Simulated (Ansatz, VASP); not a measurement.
K in VASP and in Ansatz

```xyz
1
Lattice="4.3104 0.0000 0.0000 0.0000 4.3104 0.0000 0.0000 0.0000 4.3104" Properties=species:S:1:pos:R:3 pbc="T T T"
K     0.0000    0.0000    0.0000
```

Alike in both runs: task single point; functional LDA; k mesh 8 × 8 × 8; occupations gaussian, width 0.05 eV; no spin polarisation.

|  | VASP | Ansatz |
| --- | --- | --- |
| version | VASP 6.6.1 | Ansatz 0.2.0 |
| potentials or method | VASP PAW LDA potentials, release 64 (K_sv), cutoff 520 eV | scalar-relativistic, plane waves, PAW |
| valence electrons in the cell | 9 | 9 |

|  | VASP | Ansatz | Ansatz less VASP |
| --- | --- | --- | --- |
| gap on the k mesh at the Fermi level (eV) | none | none | - |
| pressure (GPa) | -0.4 | -0.4 | +0.02 |

LDA's correlation is that of Perdew and Zunger in VASP and of Perdew and Wang (1992) in Ansatz. A gap of «none» marks a metal or a gap that the smearing closes.
